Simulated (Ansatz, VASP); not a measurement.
Ge in VASP and in Ansatz

```
CELL_PARAMETERS angstrom
0.02837 2.86524 2.86524
2.86524 0.02837 2.86524
2.86524 2.86524 0.02837
ATOMIC_POSITIONS crystal
Ge 0.00059 0.00059 0.00059
Ge 0.24941 0.24941 0.24941
```

Change from the starting cell: shear_111 strain +1.5%.

Alike in both runs: task single point; functional r2SCAN; k mesh 8 × 8 × 8; occupations fermi-dirac, width 0.02 eV; no spin polarisation.

|  | VASP | Ansatz |
| --- | --- | --- |
| version | VASP 6.6.1 | Ansatz 0.2.0 |
| potentials or method | VASP PAW PBE potentials, release 64 (Ge_d) | plane waves, PAW |
| plane-wave cutoff (eV) | 520 | 500 |
| valence electrons in the cell | 28 | 28 |

|  | VASP | Ansatz | Ansatz less VASP |
| --- | --- | --- | --- |
| pressure (GPa) | -1.0 | -1.0 | -0.05 |
| traceless stress, the component that is largest in VASP (GPa) | -0.65 | -0.65 | +0.001 |
| rms of the force components (eV/Å) | 0.004 | 0.005 | +0.0007 |

VASP's potentials were made for PBE, not for r2SCAN. Atom by atom the forces differ by 0.001 eV/Å (rms over components).
